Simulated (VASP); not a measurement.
Write the native input for VASP 6.6.1 that does the following.

```yaml
Task: single point
Functional: PBE
Potentials_or_basis: VASP PAW PBE potentials, release 64 (Ti_sv, Hg)
Cutoff: 520 eV
k_mesh: 4 × 4 × 4
Occupations: gaussian, width 0.1 eV
Spin: no spin polarisation
Dipole_correction: no
Further_INCAR_settings: ALGO = Fast; EDIFF = 1e-06; NBANDS = 45
```

The structure of Ti2Hg lies in POSCAR:

```
Ti2Hg
1.0
    0.0000000000      3.9922478600      3.9922478600
    3.9922478600      0.0000000000      3.9922478600
    3.9922478600      3.9922478600      0.0000000000
Ti Hg
4 2
Direct
    0.1558933300      0.1558933300      0.1558933300
    0.1558933300      0.1558933300      0.5323200200
    0.1558933300      0.5323200200      0.1558933300
    0.5323200200      0.1558933300      0.1558933300
    0.7500000000      0.7500000000      0.7500000000
    0.0000000000      0.0000000000      0.0000000000
```

The cell was generated, and may not be a known phase.

The input as run:

INCAR

```
SYSTEM = Ti2Hg
  PREC = Accurate
  ENCUT = 520
  EDIFF = 1E-6
  ISMEAR = 0
  SIGMA = 0.1
  LREAL = .FALSE.
  LASPH = .TRUE.
  NELM = 60
  ALGO = Fast
  ISIF = 2
  LWAVE = .FALSE.
  LCHARG = .FALSE.
  GGA = PE
  NBANDS = 45
```

KPOINTS

```
Automatic mesh
0
G
  4 4 4
  0 0 0
```

Potentials or basis: VASP PAW PBE potentials, release 64 (Ti_sv, Hg).

Launch:

```sh
$ cat potpaw_PBE.64/Ti_sv/POTCAR potpaw_PBE.64/Hg/POTCAR > POTCAR
$ mpirun -np 1 vasp_std > vasp.out
```

Results of the run:

* Pressure: 40.6 GPa
* Largest force: 1.412 eV/Å
* Band gap on the k mesh: zero (bands 36 and 37 overlap by 0.21 eV)

Caveat: the cell stands under pressure; spin-orbit coupling is left out, which moves the levels of the heavy elements; forces of over 1 eV/Å act on the atoms, so gaps and moduli don't describe the material at rest.

Run time: 3.6 min on 1 thread of AMD EPYC 7R13 Processor (Zen 3), with other jobs on the host, peak memory 0.24 GiB.
